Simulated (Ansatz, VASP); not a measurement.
Ta in VASP and in Ansatz

```xyz
2
Lattice="2.9039 0.0000 0.0000 -1.4520 2.5149 0.0000 0.0000 0.0000 5.1309" Properties=species:S:1:pos:R:3 pbc="T T T"
Ta    0.0000    1.6766    1.2827
Ta    1.4520    0.8383    3.8482
```

Alike in both runs: task single point; functional PBE; k mesh 13 × 13 × 7; occupations fermi-dirac, width 0.01 eV; no spin polarisation.

|  | VASP | Ansatz |
| --- | --- | --- |
| version | VASP 6.6.1 | Ansatz 0.2.0 |
| potentials or method | VASP PAW PBE potentials, release 64 (Ta_pv), cutoff 520 eV | all-electron LAPW, scalar-relativistic |

VASP gave:

* pressure (GPa): 0.1
* traceless stress, the component that is largest in VASP (GPa): 0.10

Estimate Ansatz's values.

pressure (GPa): 0.0; traceless stress, the component that is largest in VASP (GPa): 0.13.

Ansatz ran all-electron here, and VASP with PAW potentials.

Neither program's run includes spin-orbit coupling.
